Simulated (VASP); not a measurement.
A run of VASP 6.6.1:

Contents of INCAR:

```
SYSTEM = Pt
ALGO = Fast ; EDIFF = 1E-7
ENCUT = 520 ; GGA = PE
ISIF = 2 ; ISMEAR = 0
LASPH = .True. ; LCHARG = .False.
LREAL = .False. ; LWAVE = .False.
NBANDS = 17 ; NELM = 80
PREC = Accurate ; SIGMA = 0.15
```

KPOINTS

```
k-points
0
Gamma
  18 18 10
  0 0 0
```

POSCAR

```
Pt
1.0
    2.8551000000      0.0000000000      0.0000000000
   -1.4275500000      2.4725891303      0.0000000000
    0.0000000000      0.0000000000      4.6618000000
Pt
2
Direct
    0.6666666667      0.3333333333      0.7500000000
    0.3333333333      0.6666666667      0.2500000000
```

Potentials or basis: VASP PAW PBE potentials, release 64 (Pt).

Launch:

```sh
$ cat potpaw_PBE.64/Pt/POTCAR > POTCAR
$ mpirun -np 1 vasp_std > vasp.out
```

Hardware: 1 thread of Intel(R) Xeon(R) 6975P-C (Granite Rapids), on a shared host.

Problem. How long does it take, and how much memory?

Solution. Wall time 44 s on 1 thread of Intel(R) Xeon(R) 6975P-C (Granite Rapids) (shared host), peak memory 0.22 GiB. Counts: scf iterations 16, k points 222.
